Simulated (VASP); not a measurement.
# Au (Im-3m) in VASP: further runs

The runs below take Au through relaxation of cell and atoms, with LDA.

Everything below comes from runs of VASP 6.6.1. Logs are shortened: lines on timing, memory, paths and dates and some standing lists are left out, and cuts for length are marked.

## 1. The cell of the first run

The structure is cubic, space group Im-3m (No. 229). Conventional cell: a = 3.315 Å, b = 3.315 Å, c = 3.315 Å, α = 90.00°, β = 90.00°, γ = 90.00°. Au (site symmetry m-3m) has 14 Au at 2.87 to 3.31 Å within 3.8 Å.

This isn't the form of Au at room conditions, which is fcc.

## 2. Relaxation of cell and atoms, LDA

The input, INCAR:

```
ALGO = Normal ; EDIFF = 1E-7
EDIFFG = -0.01 ; ENCUT = 540
GGA = CA ; GGA_COMPAT = False
IBRION = 2 ; ISIF = 3
ISMEAR = -1 ; LASPH = True
LCHARG = False ; LREAL = False
LWAVE = False ; NELM = 120
NELMIN = 4 ; NSW = 60
PREC = Accurate ; SIGMA = 0.05
```

The input, KPOINTS:

```
k-points
0
Gamma
  11 11 11
```

The input, POSCAR:

```
Au
1.0
   -1.6572690000      1.6572690000      1.6572690000
    1.6572690000     -1.6572690000      1.6572690000
    1.6572690000      1.6572690000     -1.6572690000
Au
1
Direct
    0.0000000000      0.0000000000      0.0000000000
```

Potentials or basis: VASP PAW LDA potentials, release 64 (Au_sv_GW).

On the command line:

```console
cat potpaw_LDA.64/Au_sv_GW/POTCAR > POTCAR
mpirun -np 1 vasp_std > vasp.out
```

OUTCAR:

```text
EDIFF = 1E-7
   EDIFFG = -0.01
   ENCUT = 540
   GGA = CA
   IBRION = 2
   ISIF = 3
   ISMEAR = -1
   LASPH = True
   LREAL = False
   NELM = 120
   NELMIN = 4
   NSW = 60
   PREC = Accurate

 ion  position               nearest neighbor table
   1  0.000  0.000  0.000-

  LATTYP: Found a body centered cubic cell.
 ALAT       =     3.3145380000

  Lattice vectors:

 A1 = (  -1.6572690000,   1.6572690000,   1.6572690000)
 A2 = (   1.6572690000,  -1.6572690000,   1.6572690000)
 A3 = (   1.6572690000,   1.6572690000,  -1.6572690000)

Analysis of symmetry for initial positions (statically):
=====================================================================
 Subroutine PRICEL returns:
 Original cell was already a primitive cell.

 Routine SETGRP: Setting up the symmetry group for a
 body centered cubic supercell.

 Subroutine GETGRP returns: Found 48 space group operations
 (whereof 48 operations were pure point group operations)
 out of a pool of 48 trial point group operations.

The static configuration has the point symmetry O_h .

Analysis of symmetry for dynamics (positions and initial velocities):
=====================================================================
 Subroutine PRICEL returns:
 Original cell was already a primitive cell.

 Routine SETGRP: Setting up the symmetry group for a
 body centered cubic supercell.

 Subroutine GETGRP returns: Found 48 space group operations
 (whereof 48 operations were pure point group operations)
 out of a pool of 48 trial point group operations.

The dynamic configuration has the point symmetry O_h .

 Subroutine INISYM returns: Found 48 space group operations
 (whereof 48 operations are pure point group operations),
 and found     1 'primitive' translations

----------------------------------------------------------------------------------------

                                     Primitive cell

  volume of cell :      18.2070

  direct lattice vectors                    reciprocal lattice vectors
    -1.657269000  1.657269000  1.657269000     0.000000000  0.301701172  0.301701172
     1.657269000 -1.657269000  1.657269000     0.301701172  0.000000000  0.301701172
     1.657269000  1.657269000 -1.657269000     0.301701172  0.301701172  0.000000000

  length of vectors
     2.870474110  2.870474110  2.870474110     0.426669890  0.426669890  0.426669890

  position of ions in fractional coordinates (direct lattice)
     0.000000000  0.000000000  0.000000000

  ion indices of the primitive-cell ions
   primitive index   ion index
                 1           1

----------------------------------------------------------------------------------------

 KPOINTS: k-points

Automatic generation of k-mesh.
 Grid dimensions read from file:
 generate k-points for:   11   11   11

 Generating k-lattice:

  Cartesian coordinates                     Fractional coordinates (reciprocal lattice)
     0.000000000  0.027427379  0.027427379     0.090909091  0.000000000  0.000000000
     0.027427379  0.000000000  0.027427379     0.000000000  0.090909091  0.000000000
     0.027427379  0.027427379  0.000000000     0.000000000  0.000000000  0.090909091

  Length of vectors
     0.038788172  0.038788172  0.038788172

  Shift w.r.t. Gamma in fractional coordinates (k-lattice)
     0.000000000  0.000000000  0.000000000

 Subroutine IBZKPT returns following result:
 ===========================================

 Found     56 irreducible k-points:

 Following reciprocal coordinates:
            Coordinates               Weight
  0.000000  0.000000  0.000000      1.000000
  0.090909  0.000000  0.000000     12.000000
  0.181818  0.000000  0.000000     12.000000
  0.272727  0.000000  0.000000     12.000000
  0.363636  0.000000  0.000000     12.000000
  0.454545  0.000000  0.000000     12.000000
[... 16 lines left out ...]
  0.272727  0.181818  0.090909     48.000000
  0.363636  0.181818  0.090909     24.000000
 [... further k-points ...]
   k-points           NKPTS =     56   k-points in BZ     NKDIM =     56   number of bands    NBANDS=     13
   number of dos      NEDOS =    301   number of ions     NIONS =      1
   total plane-waves  NPLWV =  13824
   dimension x,y,z NGX =    24 NGY =   24 NGZ =   24
   dimension x,y,z NGXF=    48 NGYF=   48 NGZF=   48
   ions per type =               1
   NGX,Y,Z   is equivalent  to a cutoff of  13.90, 13.90, 13.90 a.u.
   NGXF,Y,Z  is equivalent  to a cutoff of  27.80, 27.80, 27.80 a.u.
 SYSTEM =  unknown system
   PREC   = accura    normal or accurate (medium, high low for compatibility)
   ISTART =      0    job   : 0-new  1-cont  2-samecut
   ICHARG =      2    charge: 1-file 2-atom 10-const
   ISPIN  =      1    spin polarized calculation?
   LNONCOLLINEAR =      F non collinear calculations
   LSORBIT =      F    spin-orbit coupling
   LASPH  =      T    aspherical Exc in radial PAW
   ENCUT  =  540.0 eV  39.69 Ry    6.30 a.u.   5.44  5.44  5.44*2*pi/ulx,y,z
   NELM   =    120;   NELMIN=  4; NELMDL= -5     # of ELM steps
   EDIFF  = 0.1E-06   stopping-criterion for ELM
   LREAL  =      F    real-space projection
   EDIFFG = -.1E-01   stopping-criterion for IOM
   NSW    =     60    number of steps for IOM
   IBRION =      2    ionic relax: 0-MD 1-quasi-New 2-CG
   NFREE  =      1    steps in history (QN), initial steepest desc. (CG)
   ISIF   =      3    stress and relaxation
   ISYM   =      2    0-nonsym 1-usesym 2-fastsym
   POTIM  = 0.5000    time-step for ionic-motion
   TEBEG  =    0.0;   TEEND  =   0.0 temperature during run
   PSTRESS=    0.0 pullay stress
   NELECT =      19.0000    total number of electrons
   NUPDOWN=      -1.0000    fix difference up-down
   EMIN   =  10.00;   EMAX   =-10.00  energy-range for DOS
   EFERMI =   0.00;   METHOD = LEGACY
   ISMEAR =    -1;   SIGMA  =   0.05  broadening in eV -4-tet -1-fermi 0-gaus
   EFERMI_NEDOS =   21; number of points for ismear=-14 and -15
   IALGO  =     38    algorithm
   IMIX   =      4    mixing-type and parameters
     AMIX     =   0.40;   BMIX     =  1.00
     AMIX_MAG =   1.60;   BMIX_MAG =  1.00
  volume/ion in A,a.u.               =      18.21       122.87
  Fermi-wavevector in a.u.,A,eV,Ry     =   1.660529  3.137944 37.516096  2.757355
  Thomas-Fermi vector in A             =   2.747749
   LORBIT       =      0    0 simple, 1 ext, 2 COOP (PROOUT), +10 PAW based schemes
   GGA     = CA    functional components
   LHFCALC =     F    Hartree Fock is set to
   AEXX    =    0.0000 exact exchange contribution
   IVDW    =     0    specifies the selected vdW correction
   LEPSILON=     F    determine dielectric tensor
   LRPA    =     F    only Hartree local field effects (RPA)
 conjugate gradient relaxation of ions
 non-spin polarized calculation
  energy-cutoff  :      540.00
  volume of cell :       18.21
 maximum number of plane-waves:       535
 NGX is ok and might be reduce to    24
   NGX = 11   NGY = 11   NGZ = 11

--------------------------------------- Ionic step        1  -------------------------------------------

 number of electron      19.0000002 magnetization

 Free energy of the ion-electron system (eV)
  ---------------------------------------------------
  ext. energy  EPLUGINS =         0.00000000
  ---------------------------------------------------
  free energy    TOTEN  =        -3.69695927 eV

  energy without entropy =       -3.69109594  energy(sigma->0) =       -3.69402761

------------------------ aborting loop because EDIFF is reached ----------------------------------------

  FORCE on cell =-STRESS in cart. coord.  units (eV):
  Direction    XX          YY          ZZ          XY          YZ          ZX
  --------------------------------------------------------------------------------------
  -------------------------------------------------------------------------------------
  Total       -1.4710690     -1.4710690     -1.4710690     -0.0000000     -0.0000000      0.0000000
  in kB     -129.4507656   -129.4507656   -129.4507656     -0.0000000     -0.0000000      0.0000000
  external PRESSURE =    -129.4507656 kB  Pullay stress =       0.0000000 kB
[... 20 lines left out ...]
  energy  without entropy=       -3.6910959399  energy(sigma->0) =       -3.69402761

--------------------------------------- Ionic step        2  -------------------------------------------

 number of electron      19.0000001 magnetization

 E-fermi :  11.0742     XC(G=0): -14.6821

 val. band max:       11.0354436850   @ k =  -0.3636   0.3636   0.2727
 cond. band min:      11.1393996041   @ k =  -0.3636   0.4545   0.0909
 fundamental gap:      0.1039559191
 Fermi energy:        11.0741714230

 k-point     1 :       0.0000    0.0000    0.0000
  band No.  band energies     occupation
      1     -94.5836      2.00000
      2     -46.0290      2.00000
      3     -46.0290      2.00000
      4     -46.0290      2.00000
      5      -0.4273      2.00000
      6       5.3549      2.00000
      7       5.3549      2.00000
      8       5.3549      2.00000
      9       7.8568      2.00000
     10       7.8568      2.00000
     11      27.5708      0.00000
     12      27.5708      0.00000
     13      27.5708      0.00000
[... 540 lines left out ...]
  energy  without entropy=       -3.7580986233  energy(sigma->0) =       -3.76067458

--------------------------------------- Ionic step        7  -------------------------------------------

 number of electron      19.0000001 magnetization

 Free energy of the ion-electron system (eV)
  ---------------------------------------------------
  ext. energy  EPLUGINS =         0.00000000
  ---------------------------------------------------
  free energy    TOTEN  =        -3.76327002 eV

  energy without entropy =       -3.75814825  energy(sigma->0) =       -3.76070913

 E-fermi :   8.6823     XC(G=0): -13.7890

 val. band max:        8.6731377568   @ k =  -0.3636   0.3636   0.2727
 cond. band min:       8.7147219697   @ k =  -0.3636   0.4545   0.0909
 fundamental gap:      0.0415842129
 Fermi energy:         8.6823005021

 k-point     1 :       0.0000    0.0000    0.0000
  band No.  band energies     occupation
      1     -96.4371      2.00000
      2     -47.9320      2.00000
      3     -47.9320      2.00000
      4     -47.9320      2.00000
      5      -1.2681      2.00000
      6       3.8361      2.00000
      7       3.8361      2.00000
      8       3.8361      2.00000
      9       5.8625      2.00000
     10       5.8625      2.00000
     11      25.3040      0.00000
     12      25.3040      0.00000
     13      25.3040      0.00000
[... 396 lines left out ...]
  FREE ENERGIE OF THE ION-ELECTRON SYSTEM (eV)
  ---------------------------------------------------
  free  energy   TOTEN  =        -3.7632700175 eV

  energy  without entropy=       -3.7581482504  energy(sigma->0) =       -3.76070913

 reached required accuracy - stopping structural energy minimisation
```

Wall time 34 s (1 thread of Intel Xeon Platinum 8488C (Sapphire Rapids), shared host); peak memory 0.15 GiB.

Results:

```
Free energy                           : -3.7633 eV
Relaxed volume                        : 16.71 Å³/atom
Relaxed cell                          : a = 2.789 Å, b = 2.789 Å, c = 2.789 Å, α = 109.47°, β = 109.47°, γ = 109.47°
Space group after relaxing (to 0.1 Å) : Im-3m (No. 229)
Energy gained by relaxing             : 66.3 meV/atom
Ionic steps                           : 7
Pressure after relaxing               : 0.0 GPa
Band gap on the k mesh                : zero (an odd number of electrons rules out a gap without spin polarisation)
```

Step by step:
```
step  energy change (eV)  largest force (eV/Å)  pressure (GPa)  volume (Å³)
   1              0.0000                0.0000          -12.95        18.21
   2              0.1455                0.0000           37.33        14.60
   3             -0.0662                0.0000           -0.57        16.76
   4             -0.0663                0.0000           -0.15        16.72
   5             -0.0663                0.0000            0.18        16.69
   6             -0.0663                0.0000           -0.26        16.73
   7             -0.0663                0.0000            0.00        16.71
```

Final structure:
```yaml
crystal:
  lattice:
    - [-1.61043, 1.61043, 1.61043]
    - [1.61043, -1.61043, 1.61043]
    - [1.61043, 1.61043, -1.61043]
  atoms:
    - { symbol: Au, position: [0.00000, 0.00000, 0.00000] }
```

Levels at points of the mesh, in eV from the Fermi level:
| k point | band 6 | band 7 | band 8 | band 9 | band 10 | band 11 | band 12 | band 13 |
| --- | --- | --- | --- | --- | --- | --- | --- | --- |
| (0.00, 0.00, 0.00) | -4.85 | -4.85 | -4.85 | -2.82 | -2.82 | 16.62 | 16.62 | 16.62 |

Caveat: spin-orbit coupling is left out, which moves the levels of the heavy elements.

## 3. Relaxation of cell and atoms, LDA

The input, INCAR:

```
  ALGO = Normal
  EDIFF = 1E-7
  EDIFFG = -0.01
  ENCUT = 540
  GGA_COMPAT = False
  IBRION = 2
  ISIF = 3
  ISMEAR = -1
  LASPH = True
  LCHARG = False
  LREAL = False
  LWAVE = False
  NELM = 120
  NELMIN = 4
  NSW = 60
  PREC = Accurate
  SIGMA = 0.05
```

KPOINTS is that of step 2.

POSCAR is that of step 2.

Potentials or basis: VASP PAW LDA potentials, release 64 (Au_sv_GW).

On the command line:

```console
cat potpaw_LDA.64/Au_sv_GW/POTCAR > POTCAR
mpirun -np 1 vasp_std > vasp.out
```

It took 31 s on 1 thread of Intel Xeon Platinum 8559C (Emerald Rapids), shared host; peak memory 0.15 GiB.

Results (log left out):

```
Free energy                           : -3.7633 eV
Relaxed volume                        : 16.71 Å³/atom
Relaxed cell                          : a = 2.789 Å, b = 2.789 Å, c = 2.789 Å, α = 109.47°, β = 109.47°, γ = 109.47°
Space group after relaxing (to 0.1 Å) : Im-3m (No. 229)
Energy gained by relaxing             : 66.3 meV/atom
Ionic steps                           : 7
Pressure after relaxing               : 0.0 GPa
Band gap on the k mesh                : zero (an odd number of electrons rules out a gap without spin polarisation)
```

Step by step:
| step | energy change (eV) | largest force (eV/Å) | pressure (GPa) | volume (Å³) |
| --- | --- | --- | --- | --- |
| 1 | 0.0000 | 0.0000 | -12.95 | 18.21 |
| 2 | 0.1455 | 0.0000 | 37.33 | 14.60 |
| 3 | -0.0662 | 0.0000 | -0.57 | 16.76 |
| 4 | -0.0663 | 0.0000 | -0.15 | 16.72 |
| 5 | -0.0663 | 0.0000 | 0.18 | 16.69 |
| 6 | -0.0663 | 0.0000 | -0.26 | 16.73 |
| 7 | -0.0663 | 0.0000 | 0.00 | 16.71 |

Final structure:
```
Au
1.0
    -1.61043    1.61043    1.61043
     1.61043   -1.61043    1.61043
     1.61043    1.61043   -1.61043
Au
1
Direct
  0.00000 0.00000 0.00000
```

Levels at points of the mesh, in eV from the Fermi level:
```
           k point  band 6  band 7  band 8  band 9  band 10  band 11  band 12  band 13
(0.00, 0.00, 0.00)   -4.85   -4.85   -4.85   -2.82    -2.82    16.62    16.62    16.62
```

Caveat: spin-orbit coupling is left out, which moves the levels of the heavy elements.

The gap in the log of VASP goes by the Fermi energy; the results here count the filled bands.